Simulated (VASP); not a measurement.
Here is a VASP 6.6.1 calculation.

Contents of INCAR:

```
SYSTEM = Nb2Si
PREC = Accurate ; ENCUT = 520
EDIFF = 1E-6 ; ISMEAR = 0
SIGMA = 0.1 ; LREAL = .False.
LASPH = .True. ; NELM = 80
ALGO = Normal ; ISIF = 2
LWAVE = .False. ; LCHARG = .True.
GGA = PE ; LELF = .True.
LVHAR = .True. ; NBANDS = 39
```

Contents of KPOINTS:

```
regular mesh
0
Gamma
  4 4 4
  0 0 0
```

The input POSCAR:

```
Nb2Si
1.0
    0.0000000000      3.7884273436      3.7884273436
    3.7884273436      0.0000000000      3.7884273436
    3.7884273436      3.7884273436      0.0000000000
Nb Si
4 2
Direct
    0.6250000000      0.6250000000      0.6250000000
    0.1250000000      0.6250000000      0.6250000000
    0.6250000000      0.6250000000      0.1250000000
    0.6250000000      0.1250000000      0.6250000000
    0.0000000000      0.0000000000      0.0000000000
    0.2500000000      0.2500000000      0.2500000000
```

Potentials or basis: VASP PAW PBE potentials, release 64 (Nb_sv, Si).

Command:

```console
$ cat potpaw_PBE.64/Nb_sv/POTCAR potpaw_PBE.64/Si/POTCAR > POTCAR
$ mpirun -np 1 vasp_std > vasp.out
```

Estimate the pressure.

-0.1 GPa.

What does it give for the band gap on the k mesh?

0.04 eV, indirect (least direct gap 0.10 eV).

A k mesh can miss the band edges.
